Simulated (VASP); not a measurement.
A run of VASP 6.6.1:

Contents of INCAR:

```
SYSTEM = SnO
PREC = Accurate
ENCUT = 520
EDIFF = 1E-7
ISMEAR = -1
SIGMA = 0.1
LREAL = .FALSE.
LASPH = .TRUE.
NELM = 60
ALGO = Normal
ISIF = 2
LWAVE = .FALSE.
LCHARG = .FALSE.
GGA = PS
NBANDS = 28
```

File KPOINTS:

```
regular mesh
0
G
  6 6 4
  0 0 0
```

The input POSCAR:

```
SnO
1.0
    3.7731052721      0.0000000000      0.0000000000
    0.0000000000      3.7731052721      0.0000000000
    0.0000000000      0.0000000000      4.8083104305
Sn O
2 2
Direct
    0.5000000000      0.0000000000      0.2369000000
    0.0000000000      0.5000000000      0.7631000000
    0.0000000000      0.0000000000      0.0000000000
    0.5000000000      0.5000000000      0.0000000000
```

Potentials or basis: VASP PAW PBE potentials, release 64 (Sn_d, O).

Launch:

```sh
$ cat potpaw_PBE.64/Sn_d/POTCAR potpaw_PBE.64/O/POTCAR > POTCAR
$ mpirun -np 1 vasp_std > vasp.out
```

Hardware: 1 thread of Intel(R) Xeon(R) 6975P-C (Granite Rapids), with other jobs on the host.

How long does it take, and how much memory?

It took 24 s on 1 thread of Intel(R) Xeon(R) 6975P-C (Granite Rapids), on a shared host, peak memory 0.19 GiB. Counts: scf iterations 15, k points 30.
